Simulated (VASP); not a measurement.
Here is a VASP 6.6.1 calculation.

File POSCAR:

```
BN
1.0
    0.0000000000      1.7800345600      1.7800345600
    1.7800345600      0.0000000000      1.7800345600
    1.7800345600      1.7800345600      0.0000000000
B N
1 1
Direct
    0.0000000000      0.0000000000      0.0000000000
    0.2500000000      0.2500000000      0.2500000000
```

The input INCAR.step1:

```
  PREC = Accurate
  ENCUT = 520
  ISMEAR = -1
  SIGMA = 0.02
  LREAL = F
  LASPH = T
  NELM = 60
  GGA = PE
  ALGO = Normal
  EDIFF = 1E-4
  LWAVE = T
  LCHARG = F
```

File INCAR.step2:

```
  PREC = Accurate
  ENCUT = 520
  EDIFF = 1E-7
  ISMEAR = -1
  SIGMA = 0.02
  LREAL = F
  LASPH = T
  NELM = 60
  ALGO = Normal
  ISIF = 2
  LWAVE = F
  LCHARG = F
  METAGGA = R2SCAN
  LMIXTAU = T
  IBRION = 2
  NSW = 50
  EDIFFG = -0.01
  ISTART = 1
```

Contents of KPOINTS:

```
Automatic mesh
0
Gamma
  14 14 14
```

Potentials or basis: VASP PAW PBE potentials, release 64 (B, N).

Run with:

```bash
$ cat potpaw_PBE.64/B/POTCAR potpaw_PBE.64/N/POTCAR > POTCAR
$ cp INCAR.step1 INCAR
$ mpirun -np 1 vasp_std > vasp.out
$ cp INCAR.step2 INCAR
$ mpirun -np 1 vasp_std > vasp.out
```

(1) Predict the band gap on the k mesh.

## Answers

(1) 5.03 eV (least direct gap 9.75 eV).

Caveat: the relaxation stopped at its first step, so nothing moved.
